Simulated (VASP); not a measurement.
# Ba4Er (I4/mmm) in VASP: relaxation of cell and atoms with PBE

Aim: the relaxation of cell and atoms of Ba4Er with PBE.

Program: VASP 6.6.1. These are calculated values, not measurements. Logs are shortened: lines on timing, memory, paths and dates and some standing lists are left out, and cuts for length are marked.

## 1. The cell of the first run

Symmetry: I4/mmm, No. 139, tetragonal system. Conventional cell: a = 11.302 Å, b = 11.302 Å, c = 4.452 Å, α = 90.00°, β = 90.00°, γ = 90.00°. Within 5.2 Å of Ba (site symmetry m2m) lie 2 Er at 3.79 Å and 9 Ba at 4.28 to 5.17 Å. Er (site symmetry 4/mmm) has 8 Ba at 3.79 Å and 2 Er at 4.45 Å within 5.0 Å.

The cell was generated, and may not be a known phase.

## 2. Relaxation of cell and atoms, PBE

INCAR reads:

```
SYSTEM = Ba4Er
PREC = Accurate
ENCUT = 500
EDIFF = 1E-7
ISMEAR = 0
SIGMA = 0.1
LREAL = .False.
LASPH = .True.
NELM = 200
ALGO = Normal
ISIF = 3
LWAVE = .False.
LCHARG = .False.
GGA = PE
IBRION = 2
NSW = 100
EDIFFG = -0.01
GGA_COMPAT = .False.
NELMIN = 4
LMAXMIX = 6
```

KPOINTS reads:

```
Automatic mesh
0
Gamma
  8 8 8
  0 0 0
```

POSCAR reads:

```
Ba4Er
1.0
   -5.6508231002      5.6508231002      2.2261560594
    5.6508231002     -5.6508231002      2.2261560594
    5.6508231002      5.6508231002     -2.2261560594
Ba Er
4 1
Direct
    0.0000000000      0.7288646509      0.7288646509
    0.0000000000      0.2711353491      0.2711353491
    0.7288646509      0.0000000000      0.7288646509
    0.2711353491      0.0000000000      0.2711353491
    0.5000000000      0.5000000000      0.0000000000
```

Potentials or basis: VASP PAW PBE potentials, release 64 (Ba_sv, Er_3), 4f in core.

Launch:

```console
> cat potpaw_PBE.64/Ba_sv/POTCAR potpaw_PBE.64/Er_3/POTCAR > POTCAR
> mpirun -np 1 vasp_std > vasp.out
```

OUTCAR:

```text
SYSTEM = Ba4Er
   PREC = Accurate
   ENCUT = 500
   EDIFF = 1E-7
   ISMEAR = 0
   LREAL = .False.
   LASPH = .True.
   NELM = 200
   ISIF = 3
   GGA = PE
   IBRION = 2
   NSW = 100
   EDIFFG = -0.01
   NELMIN = 4

 ion  position               nearest neighbor table
   1  0.000  0.729  0.729-   5 3.79   5 3.79   4 4.28   3 4.28   3 4.28   4 4.28   4 4.33   3 4.33

   2  0.000  0.271  0.271-   5 3.79   5 3.79   3 4.28   3 4.28   4 4.28   4 4.28   4 4.33   3 4.33

   3  0.729  0.000  0.729-   5 3.79   5 3.79   2 4.28   1 4.28   1 4.28   2 4.28   2 4.33   1 4.33

   4  0.271  0.000  0.271-   5 3.79   5 3.79   1 4.28   1 4.28   2 4.28   2 4.28   2 4.33   1 4.33

   5  0.500  0.500  0.000-   4 3.79   2 3.79   1 3.79   3 3.79   4 3.79   2 3.79   1 3.79   3 3.79

  LATTYP: Found a body centered tetragonal cell.
 ALAT       =    11.3016462004
 C/A-ratio  =     0.3939525304

  Lattice vectors:

 A1 = (  -5.6508231002,   5.6508231002,   2.2261560594)
 A2 = (   5.6508231002,  -5.6508231002,   2.2261560594)
 A3 = (   5.6508231002,   5.6508231002,  -2.2261560594)

Analysis of symmetry for initial positions (statically):
=====================================================================
 Subroutine PRICEL returns:
 Original cell was already a primitive cell.

 Routine SETGRP: Setting up the symmetry group for a
 body centered tetragonal supercell.

 Subroutine GETGRP returns: Found 16 space group operations
 (whereof 16 operations were pure point group operations)
 out of a pool of 16 trial point group operations.

The static configuration has the point symmetry D_4h.

Analysis of symmetry for dynamics (positions and initial velocities):
=====================================================================
 Subroutine PRICEL returns:
 Original cell was already a primitive cell.

 Routine SETGRP: Setting up the symmetry group for a
 body centered tetragonal supercell.

 Subroutine GETGRP returns: Found 16 space group operations
 (whereof 16 operations were pure point group operations)
 out of a pool of 16 trial point group operations.

The dynamic configuration has the point symmetry D_4h.

 Subroutine INISYM returns: Found 16 space group operations
 (whereof 16 operations are pure point group operations),
 and found     1 'primitive' translations

----------------------------------------------------------------------------------------

                                     Primitive cell

  volume of cell :     284.3407

  direct lattice vectors                    reciprocal lattice vectors
    -5.650823100  5.650823100  2.226156059     0.000000000  0.088482685  0.224602403
     5.650823100 -5.650823100  2.226156059     0.088482685  0.000000000  0.224602403
     5.650823100  5.650823100 -2.226156059     0.088482685  0.088482685  0.000000000

  length of vectors
     8.295744344  8.295744344  8.295744344     0.241403034  0.241403034  0.125133413

  position of ions in fractional coordinates (direct lattice)
     0.000000000  0.728864651  0.728864651
     0.000000000  0.271135349  0.271135349
     0.728864651  0.000000000  0.728864651
     0.271135349  0.000000000  0.271135349
     0.500000000  0.500000000  0.000000000

  ion indices of the primitive-cell ions
   primitive index   ion index
                 1           1
                 2           2
                 3           3
                 4           4
                 5           5

----------------------------------------------------------------------------------------

 KPOINTS: Automatic mesh

Automatic generation of k-mesh.
 Grid dimensions read from file:
 generate k-points for:    8    8    8

 Generating k-lattice:

  Cartesian coordinates                     Fractional coordinates (reciprocal lattice)
     0.000000000  0.011060336  0.028075300     0.125000000  0.000000000  0.000000000
     0.011060336  0.000000000  0.028075300     0.000000000  0.125000000  0.000000000
     0.011060336  0.011060336  0.000000000     0.000000000  0.000000000  0.125000000

  Length of vectors
     0.030175379  0.030175379  0.015641677

  Shift w.r.t. Gamma in fractional coordinates (k-lattice)
     0.000000000  0.000000000  0.000000000

 Subroutine IBZKPT returns following result:
 ===========================================

 Found     59 irreducible k-points:

 Following reciprocal coordinates:
            Coordinates               Weight
  0.000000  0.000000  0.000000      1.000000
  0.125000  0.000000  0.000000      8.000000
  0.250000  0.000000  0.000000      8.000000
  0.375000  0.000000  0.000000      8.000000
  0.500000  0.000000  0.000000      4.000000
  0.125000  0.125000  0.000000      8.000000
[... 16 lines left out ...]
  0.250000  0.125000  0.125000     16.000000
  0.375000  0.125000  0.125000      8.000000
 [... further k-points ...]
   k-points           NKPTS =     59   k-points in BZ     NKDIM =     59   number of bands    NBANDS=     29
   number of dos      NEDOS =    301   number of ions     NIONS =      5
   total plane-waves  NPLWV = 262144
   dimension x,y,z NGX =    64 NGY =   64 NGZ =   64
   dimension x,y,z NGXF=   128 NGYF=  128 NGZF=  128
   ions per type =               4   1
   NGX,Y,Z   is equivalent  to a cutoff of  12.83, 12.83, 12.83 a.u.
   NGXF,Y,Z  is equivalent  to a cutoff of  25.65, 25.65, 25.65 a.u.
 SYSTEM =  Ba4Er
   PREC   = accura    normal or accurate (medium, high low for compatibility)
   ISTART =      0    job   : 0-new  1-cont  2-samecut
   ICHARG =      2    charge: 1-file 2-atom 10-const
   ISPIN  =      1    spin polarized calculation?
   LNONCOLLINEAR =      F non collinear calculations
   LSORBIT =      F    spin-orbit coupling
   LASPH  =      T    aspherical Exc in radial PAW
   ENCUT  =  500.0 eV  36.75 Ry    6.06 a.u.  15.13 15.13 15.13*2*pi/ulx,y,z
   NELM   =    200;   NELMIN=  4; NELMDL= -5     # of ELM steps
   EDIFF  = 0.1E-06   stopping-criterion for ELM
   LREAL  =      F    real-space projection
   EDIFFG = -.1E-01   stopping-criterion for IOM
   NSW    =    100    number of steps for IOM
   IBRION =      2    ionic relax: 0-MD 1-quasi-New 2-CG
   NFREE  =      1    steps in history (QN), initial steepest desc. (CG)
   ISIF   =      3    stress and relaxation
   ISYM   =      2    0-nonsym 1-usesym 2-fastsym
   POTIM  = 0.5000    time-step for ionic-motion
   TEBEG  =    0.0;   TEEND  =   0.0 temperature during run
   PSTRESS=    0.0 pullay stress
   NELECT =      49.0000    total number of electrons
   NUPDOWN=      -1.0000    fix difference up-down
   EMIN   =  10.00;   EMAX   =-10.00  energy-range for DOS
   EFERMI =   0.00;   METHOD = LEGACY
   ISMEAR =     0;   SIGMA  =   0.10  broadening in eV -4-tet -1-fermi 0-gaus
   EFERMI_NEDOS =   21; number of points for ismear=-14 and -15
   IALGO  =     38    algorithm
   IMIX   =      4    mixing-type and parameters
     AMIX     =   0.40;   BMIX     =  1.00
     AMIX_MAG =   1.60;   BMIX_MAG =  1.00
  volume/ion in A,a.u.               =      56.87       383.77
  Fermi-wavevector in a.u.,A,eV,Ry     =   0.911018  1.721575 11.292219  0.829955
  Thomas-Fermi vector in A             =   2.035249
   LORBIT       =      0    0 simple, 1 ext, 2 COOP (PROOUT), +10 PAW based schemes
   GGA     = PE    functional components
   LHFCALC =     F    Hartree Fock is set to
   AEXX    =    0.0000 exact exchange contribution
   IVDW    =     0    specifies the selected vdW correction
   LEPSILON=     F    determine dielectric tensor
   LRPA    =     F    only Hartree local field effects (RPA)
 conjugate gradient relaxation of ions
 non-spin polarized calculation
 Gauss-broadening in eV      SIGMA  =   0.10
  energy-cutoff  :      500.00
  volume of cell :      284.34
 maximum number of plane-waves:      7246
 NGX is ok and might be reduce to    64
   NGX = 31   NGY = 31   NGZ = 31

--------------------------------------- Ionic step        1  -------------------------------------------

 number of electron      48.9999998 magnetization

 Free energy of the ion-electron system (eV)
  ---------------------------------------------------
  ext. energy  EPLUGINS =         0.00000000
  ---------------------------------------------------
  free energy    TOTEN  =       -10.69135026 eV

  energy without entropy =      -10.63272707  energy(sigma->0) =      -10.66203866

------------------------ aborting loop because EDIFF is reached ----------------------------------------

  FORCE on cell =-STRESS in cart. coord.  units (eV):
  Direction    XX          YY          ZZ          XY          YZ          ZX
  --------------------------------------------------------------------------------------
  -------------------------------------------------------------------------------------
  Total        0.1805056      0.1805056      0.1255409      0.0000000      0.0000000      0.0000000
  in kB        1.0170967      1.0170967      0.7073866      0.0000000      0.0000000      0.0000000
  external PRESSURE =       0.9138600 kB  Pullay stress =       0.0000000 kB

 VOLUME and BASIS-vectors are now :
 -----------------------------------------------------------------------------
  energy-cutoff  :      500.00
  volume of cell :      284.34
      direct lattice vectors                 reciprocal lattice vectors
    -5.650823100  5.650823100  2.226156059     0.000000000  0.088482685  0.224602403
     5.650823100 -5.650823100  2.226156059     0.088482685  0.000000000  0.224602403
     5.650823100  5.650823100 -2.226156059     0.088482685  0.088482685  0.000000000
[... 40 lines left out ...]
 POSITION                                       TOTAL-FORCE (eV/Angst)
 -----------------------------------------------------------------------------------
      8.25049      0.00000      0.00000        -0.015793     -0.000000     -0.000000
     -2.58982      5.66066      2.22885         0.015793     -0.000000      0.000000
      0.00000      8.25049      0.00000         0.000000     -0.015793     -0.000000
      5.66066     -2.58982      2.22885         0.000000      0.015793      0.000000
      5.66066      5.66066      0.00000         0.000000      0.000000     -0.000000
 -----------------------------------------------------------------------------------
    total drift:                               -0.000000      0.000000      0.000000

  FREE ENERGIE OF THE ION-ELECTRON SYSTEM (eV)
  ---------------------------------------------------
  free  energy   TOTEN  =       -10.6920242652 eV

  energy  without entropy=      -10.6328799289  energy(sigma->0) =      -10.66245210

--------------------------------------- Ionic step        3  -------------------------------------------

 number of electron      48.9999998 magnetization

 Free energy of the ion-electron system (eV)
  ---------------------------------------------------
  ext. energy  EPLUGINS =         0.00000000
  ---------------------------------------------------
  free energy    TOTEN  =       -10.69223693 eV

  energy without entropy =      -10.63253725  energy(sigma->0) =      -10.66238709

 E-fermi :   1.5958     XC(G=0):  -7.6191

 val. band max:        1.5867957381   @ k =   0.3750   0.3750   0.1250
 cond. band min:       1.5970721974   @ k =   0.3750   0.0000   0.0000
 fundamental gap:      0.0102764593
 Fermi energy:         1.5957701559

 k-point     1 :       0.0000    0.0000    0.0000
  band No.  band energies     occupation
      1     -27.0749      2.00000
      2     -27.0430      2.00000
      3     -27.0430      2.00000
      4     -27.0116      2.00000
      5     -24.0339      2.00000
      6     -24.0339      2.00000
[... 757 lines left out ...]
     28       2.2743      0.00000
     29       2.3414      0.00000

 [... further k-points ...]

------------------------ aborting loop because EDIFF is reached ----------------------------------------

  FORCE on cell =-STRESS in cart. coord.  units (eV):
  Direction    XX          YY          ZZ          XY          YZ          ZX
  --------------------------------------------------------------------------------------
  -------------------------------------------------------------------------------------
  Total       -0.0021186     -0.0021186     -0.0495748      0.0000000      0.0000000      0.0000000
  in kB       -0.0118220     -0.0118220     -0.2766369      0.0000000      0.0000000      0.0000000
  external PRESSURE =      -0.1000936 kB  Pullay stress =       0.0000000 kB

 VOLUME and BASIS-vectors are now :
 -----------------------------------------------------------------------------
  energy-cutoff  :      500.00
  volume of cell :      287.12
      direct lattice vectors                 reciprocal lattice vectors
    -5.671240966  5.671240966  2.231750399     0.000000000  0.088164125  0.224039391
     5.671240966 -5.671240966  2.231750399     0.088164125  0.000000000  0.224039391
     5.671240966  5.671240966 -2.231750399     0.088164125  0.088164125  0.000000000

 POSITION                                       TOTAL-FORCE (eV/Angst)
 -----------------------------------------------------------------------------------
      8.26458      0.00000      0.00000        -0.005252     -0.000000      0.000000
      3.07790      0.00000      0.00000         0.005252     -0.000000     -0.000000
      0.00000      8.26458      0.00000         0.000000     -0.005252      0.000000
      0.00000      3.07790      0.00000        -0.000000      0.005252     -0.000000
      0.00000      0.00000      2.23175        -0.000000     -0.000000      0.000000
 -----------------------------------------------------------------------------------
    total drift:                               -0.000000     -0.000000      0.000000

  FREE ENERGIE OF THE ION-ELECTRON SYSTEM (eV)
  ---------------------------------------------------
  free  energy   TOTEN  =       -10.6922369265 eV

  energy  without entropy=      -10.6325372481  energy(sigma->0) =      -10.66238709

 reached required accuracy - stopping structural energy minimisation
```

Wall time 25 min (1 thread of AMD EPYC 9R45 (Zen 5), shared host); peak memory 0.83 GiB.

Results:

```
Free energy                           : -10.6922 eV
Relaxed volume                        : 57.42 Å³/atom
Relaxed cell                          : a = 8.325 Å, b = 8.325 Å, c = 8.325 Å, α = 94.12°, β = 94.12°, γ = 148.90°
Space group after relaxing (to 0.1 Å) : I4/mmm (No. 139)
Energy gained by relaxing             : 0.2 meV/atom
Ionic steps                           : 3
Pressure after relaxing               : 0.0 GPa
Largest force after relaxing          : 0.005 eV/Å
Band gap on the k mesh                : zero (an odd number of electrons rules out a gap without spin polarisation)
```

Forces on the atoms (eV/Å):
```
Ba  -0.005  0.000  0.000
Ba   0.005  0.000  0.000
Ba   0.000 -0.005  0.000
Ba   0.000  0.005  0.000
Er   0.000  0.000  0.000
```

The path:
| step | energy change (eV) | largest force (eV/Å) | pressure (GPa) | volume (Å³) |
| --- | --- | --- | --- | --- |
| 1 | 0.0000 | 0.0254 | 0.09 | 284.34 |
| 2 | -0.0007 | 0.0158 | 0.04 | 285.68 |
| 3 | -0.0009 | 0.0053 | -0.01 | 287.12 |

Final structure:
```
Ba Er
1.0
    -5.67124    5.67124    2.23175
     5.67124   -5.67124    2.23175
     5.67124    5.67124   -2.23175
Ba Er
4 1
Direct
  0.00000 0.72864 0.72864
  0.00000 0.27136 0.27136
  0.72864 0.00000 0.72864
  0.27136 0.00000 0.27136
  0.50000 0.50000 0.00000
```

Levels at points of the mesh, in eV from the Fermi level:
```tsv
k point	band 23	band 24	band 25	band 26	band 27	band 28
(0.00, 0.00, 0.00)	-0.88	-0.24	-0.17	0.04	0.61	1.21
(0.50, 0.00, 0.00)	-0.44	-0.14	0.05	0.23	0.63	0.64
(0.50, 0.50, 0.00)	-0.49	-0.26	-0.17	0.04	0.75	0.91
(0.50, 0.50, 0.50)	-1.03	-0.67	0.20	0.62	0.62	0.88
```

Caveat: spin-orbit coupling is left out, which moves the levels of the heavy elements; the 4f electrons are frozen in the core, so they carry no moment and show no levels.
